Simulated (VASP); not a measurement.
## Sr2Cr3As2O2: single point with PBE+U

Sr2Cr3As2O2:

```xyz
18
Lattice="4.1981 0.0000 0.0000 0.0000 4.1981 0.0000 0.0000 0.0000 19.1688" Properties=species:S:1:pos:R:3 pbc="T T T"
Sr    0.0000    0.0000   11.2252
Sr    0.0000    0.0000    7.9435
Sr    2.0991    2.0991   20.8096
Sr    2.0991    2.0991   17.5279
Cr    0.0000    0.0000    0.0000
Cr    2.0991    0.0000    4.7922
Cr    0.0000    2.0991    4.7922
Cr    2.0991    2.0991    9.5844
Cr    4.1981    2.0991   14.3766
Cr    2.0991    4.1981   14.3766
As    0.0000    0.0000    3.1832
As    0.0000    0.0000   15.9855
As    2.0991    2.0991   12.7676
As    2.0991    2.0991   25.5699
O     0.0000    2.0991    0.0000
O     2.0991    0.0000    0.0000
O     2.0991    4.1981    9.5844
O     4.1981    2.0991    9.5844
```

- Program: VASP 6.6.1
- Task: single point
- Functional: PBE
- Potentials or basis: VASP PAW PBE potentials, release 64 (Sr_sv, Cr_pv, As, O)
- Cutoff: 600 eV
- k mesh: 4 × 4 × 1
- Occupations: gaussian, width 0.05 eV
- Spin: collinear spin, ferromagnetic start
- Starting moments: [0.0, 0.0, 0.0, 0.0, 4.0, 4.0, 4.0, 4.0, 4.0, 4.0, 0.0, 0.0, 0.0, 0.0, 0.0, 0.0, 0.0, 0.0] μB
- Hubbard terms: Cr d U = 3.7 eV

* Pressure: -0.4 GPa
* Largest force: 0.115 eV/Å
* Net moment: 24.00 μB per cell
* Site moments: Sr +0.01; Cr +3.57, +3.98 (each value once); As -0.21; O -0.01 μB
* Valence electrons inside the program's atomic spheres: Sr 8.01; Cr 10.48, 10.63 (each value once); As 2.81; O 4.99

Forces in eV/Å, atoms in the order of the input:
```
Sr   0.000  0.000  0.058
Sr   0.000  0.000 -0.058
Sr   0.000  0.000  0.058
Sr   0.000  0.000 -0.058
Cr   0.000  0.000  0.000
Cr   0.000  0.000  0.000
Cr   0.000  0.000  0.000
Cr   0.000  0.000  0.000
Cr   0.000  0.000  0.000
Cr   0.000  0.000  0.000
As   0.000  0.000  0.115
As   0.000  0.000 -0.115
As   0.000  0.000  0.115
As   0.000  0.000 -0.115
O    0.000  0.000  0.000
O    0.000  0.000  0.000
O    0.000  0.000  0.000
O    0.000  0.000  0.000
```

Stress tensor (GPa, compression positive):
```
-0.35  0.00  0.00
 0.00 -0.35  0.00
 0.00  0.00 -0.44
```

Levels at points of the mesh, in eV from the Fermi level:
Spin up:
```tsv
k point	band 86	band 87	band 88	band 89	band 90	band 91	band 92	band 93	band 94
(0.00, 0.00, 0.00)	-0.90	-0.70	-0.70	-0.23	-0.15	1.10	1.10	1.27	1.27
(0.50, 0.00, 0.00)	-1.38	-0.03	-0.03	0.09	0.09	0.53	0.53	0.56	0.56
(0.50, 0.50, 0.00)	-1.27	-1.26	-1.26	-0.86	-0.86	-0.36	-0.36	-0.34	-0.34
```
Spin down:
| k point | band 63 | band 64 | band 65 | band 66 | band 67 | band 68 | band 69 | band 70 |
| --- | --- | --- | --- | --- | --- | --- | --- | --- |
| (0.00, 0.00, 0.00) | -1.66 | -1.66 | -1.64 | -1.64 | 0.42 | 1.08 | 1.59 | 1.69 |
| (0.50, 0.00, 0.00) | -1.66 | -1.66 | -1.57 | -1.57 | 1.61 | 1.61 | 2.24 | 2.24 |
| (0.50, 0.50, 0.00) | -2.44 | -2.44 | -2.25 | -2.25 | 0.67 | 0.67 | 0.70 | 0.70 |

Eigenvalues of the final occupation matrices:
| site | spin | trace | eigenvalues |
| --- | --- | --- | --- |
| site 5 d | 1 | 3.79 | 0.21 0.79 0.92 0.92 0.94 |
| site 5 d | 2 | 0.29 | 0.02 0.02 0.04 0.05 0.14 |
| site 6 d | 1 | 4.06 | 0.80 0.80 0.81 0.82 0.83 |
| site 6 d | 2 | 0.15 | 0.02 0.02 0.04 0.04 0.04 |
| site 7 d | 1 | 4.06 | 0.80 0.80 0.81 0.82 0.83 |
| site 7 d | 2 | 0.15 | 0.02 0.02 0.04 0.04 0.04 |
| site 8 d | 1 | 3.79 | 0.21 0.79 0.92 0.92 0.94 |
| site 8 d | 2 | 0.29 | 0.02 0.02 0.04 0.05 0.14 |
| site 9 d | 1 | 4.06 | 0.80 0.80 0.81 0.82 0.83 |
| site 9 d | 2 | 0.15 | 0.02 0.02 0.04 0.04 0.04 |
| site 10 d | 1 | 4.06 | 0.80 0.80 0.81 0.82 0.83 |
| site 10 d | 2 | 0.15 | 0.02 0.02 0.04 0.04 0.04 |

Run time: 38 min on 1 thread of AMD EPYC 7R13 (shared host), peak memory 0.85 GiB.

Caveat: the k points lie up to 0.37 Å⁻¹ apart; the bands computed are all filled at some k points, so no gap is given; only a ferromagnetic start was run, and an antiferromagnetic order may lie lower in energy. The state reached can hang on the start; a lower one may exist.
